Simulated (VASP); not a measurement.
A run of VASP 6.6.1 is set up as follows.

Contents of INCAR:

```
PREC = Accurate ; ENCUT = 580
EDIFF = 1E-8 ; ISMEAR = 0
SIGMA = 0.01 ; LREAL = False
LASPH = True ; NELM = 120
ALGO = Normal ; ISIF = 2
LWAVE = False ; LCHARG = False
METAGGA = R2SCAN ; LMIXTAU = True
LCALCEPS = True ; GGA_COMPAT = False
```

The input KPOINTS:

```
Automatic mesh
0
Gamma
  8 8 8
```

POSCAR

```
HfO2
1.0
    0.0000000000      2.5291823184      2.5291823184
    2.5291823184      0.0000000000      2.5291823184
    2.5291823184      2.5291823184      0.0000000000
Hf O
1 2
Direct
    0.0000000000      0.0000000000      0.0000000000
    0.2500000000      0.2500000000      0.2500000000
    0.7500000000      0.7500000000      0.7500000000
```

Potentials or basis: VASP PAW PBE potentials, release 64 (Hf_pv, O).

Launch:

```bash
$ cat potpaw_PBE.64/Hf_pv/POTCAR potpaw_PBE.64/O/POTCAR > POTCAR
$ mpirun -np 1 vasp_std > vasp.out
```

What does it give for the electronic dielectric tensor (diagonal)?

4.87.

Estimate the Born charges (mean of the diagonal).

Hf +5.47; O -2.74 e.

Predict the band gap on the k mesh.

4.32 eV.

Dipole moments of the cell (e·Å, modulo the quantum): ionic 0.000, 0.000, 0.000; electronic 0.000, 0.000, 0.007

Caveat: spin-orbit coupling is left out, which moves the levels of the heavy elements. A k mesh can miss the band edges.
